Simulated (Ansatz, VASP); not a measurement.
**NaCl in VASP and in Ansatz**

POSCAR

```
NaCl
1.0
    0.0000000000      2.9450200000      2.6052100000
    2.9450200000      0.0000000000      2.6052100000
    2.9450200000      2.9450200000      0.0000000000
Na Cl
1 1
Direct
    0.0000000000      0.0000000000      0.0000000000
    0.5000000000      0.5000000000      0.5000000000
```

The input INCAR.step1:

```
PREC = Accurate
ENCUT = 520
ISMEAR = 0
SIGMA = 0.05
LREAL = False
LASPH = True
NELM = 80
NBANDS = 14
GGA = PE
ALGO = Normal
EDIFF = 1E-4
LWAVE = True
LCHARG = False
```

The input INCAR.step2:

```
PREC = Accurate
ENCUT = 520
EDIFF = 1E-6
ISMEAR = 0
SIGMA = 0.05
LREAL = False
LASPH = True
NELM = 80
ALGO = Normal
ISIF = 2
LWAVE = False
LCHARG = True
METAGGA = R2SCAN
LMIXTAU = True
LELF = True
LVHAR = True
NBANDS = 14
ISTART = 1
```

File KPOINTS:

```
regular mesh
0
Gamma
  8 8 8
```

Input for Ansatz:

```yaml
crystal:
  lattice:
    - [0.0, 2.94502, 2.60521]
    - [2.94502, 0.0, 2.60521]
    - [2.94502, 2.94502, 0.0]
  atoms:
    - { symbol: Na, position: [0.0, 0.0, 0.0] }
    - { symbol: Cl, position: [0.5, 0.5, 0.5] }
basis:
  ecutwfc: 500
kpoints:
  mp_grid: { grid: [8, 8, 8] }
hamiltonian:
  xc: r2scan
scf:
  occupations: { method: gaussian, width: 0.05 }
output:
  forces: true
  stress: true
  eigenvalues: true
```

Change from the starting cell: strain +0.040 along x and y, -0.080 along z, atoms carried along.

Alike in both runs: task single point; functional r2SCAN; k mesh 8 × 8 × 8; occupations gaussian, width 0.05 eV; no spin polarisation.

```csv
,VASP,Ansatz
version,VASP 6.6.1,Ansatz 0.2.0
potentials or method,"VASP PAW PBE potentials, release 64 (Na_pv, Cl), cutoff 520 eV","scalar-relativistic, plane waves, PAW"
valence electrons in the cell,14,16
```

|  | VASP | Ansatz | Ansatz less VASP |
| --- | --- | --- | --- |
| gap on the k mesh at the Fermi level (eV) | 5.84 | 5.83 | -0.016 |
| least direct gap on the mesh (eV) | 5.84 | 5.83 | -0.016 |
| pressure (GPa) | 0.3 | 0.4 | +0.18 |
| traceless stress, the component that is largest in VASP (GPa) | 4.51 | 4.50 | -0.002 |

VASP's potentials were made for PBE, not for r2SCAN. VASP's potentials hold 14 valence electrons a cell and Ansatz's 16, so a difference there can come from the potentials and not from the codes.
